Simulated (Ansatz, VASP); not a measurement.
# One calculation of Be2C, two programs

```
Be C
1.0
     2.16046    2.16046    0.00000
    -2.16046    2.16046    0.00000
     0.00000    2.16046    2.16046
Be C
2 1
Cartesian
  -1.0802 3.2407 1.0802
  1.0802 3.2407 1.0802
  0.0000 0.0000 0.0000
```

Alike in both runs: functional r2SCAN; k mesh 14 × 14 × 14; occupations fermi-dirac, width 0.1 eV; no spin polarisation.

Ansatz relaxed the structure, and its values are those at the end. VASP's run is a single point on that final structure, the one shown.

|  | VASP | Ansatz |
| --- | --- | --- |
| version | VASP 6.6.1 | Ansatz 0.2.0 |
| potentials or method | VASP PAW PBE potentials, release 64 (Be, C) | PAW with Ansatz's default frozen-core files, scalar-relativistic |
| plane-wave cutoff (eV) | 660 | 500 |
| valence electrons in the cell | 8 | 8 |

```tsv
	VASP	Ansatz	Ansatz less VASP
pressure (GPa)	0.8	0.0	-0.82
```

VASP's potentials were made for PBE, not for r2SCAN. The functional is the same, so the differences come from potentials, cutoffs and numerics.
